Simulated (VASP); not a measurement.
Crystal: CdGeAs2.

```xyz
4
Lattice="4.0503 0.0000 0.0000 0.0000 4.0503 0.0000 0.0000 0.0000 5.7280" Properties=species:S:1:pos:R:3 pbc="T T T"
Cd    0.0000    0.0000    0.0000
As    0.0000    2.0252    1.4320
As    2.0252    0.0000    4.2960
Ge    2.0252    2.0252    2.8640
```

```yaml
Program: VASP 6.6.1
Task: relaxation of cell and atoms
Functional: PBEsol
Potentials_or_basis: VASP PAW PBE potentials, release 64 (Cd, As, Ge_d)
Cutoff: 600 eV
k_mesh: 6 × 6 × 4
Occupations: fermi-dirac, width 0.03 eV
Spin: no spin polarisation
```

At the start: pressure 5.5 GPa; volume 23.49 Å³/atom.

**Question.** Where does the relaxation end?

**Answer.** Over 10 steps the energy falls by 50.1 meV/atom and the volume is 25.24 Å³/atom (+7.4 %); space group P-4m2 (No. 115, to 0.1 Å) before and after.

The path:
```
step  energy change (eV)  largest force (eV/Å)  pressure (GPa)  volume (Å³)
   1              0.0000                1.0104            5.49        93.97
   2             -0.1482                0.2815           -2.20       105.35
   3             -0.1663                0.4340           -0.60       102.26
   4             -0.1857                0.2182           -0.27       101.56
   5             -0.1940                0.0414            0.17       100.76
   6             -0.1976                0.0412           -0.03       101.07
   7             -0.1995                0.0386           -0.31       101.50
   8             -0.2000                0.0030            0.19       100.60
   9             -0.2002                0.0168            0.00       100.94
  10             -0.2003                0.0054           -0.01       100.95
```

Final structure:
```
CELL_PARAMETERS angstrom
4.08408 0.00000 0.00000
0.00000 4.08408 0.00000
0.00000 0.00000 6.05227
ATOMIC_POSITIONS crystal
Cd 0.00000 0.00000 0.00000
As 0.00000 0.50000 0.26495
As 0.50000 0.00000 0.73505
Ge 0.50000 0.50000 0.50000
```

Caveat: the PAW data sets were made with another functional, which shifts forces and pressure a little.
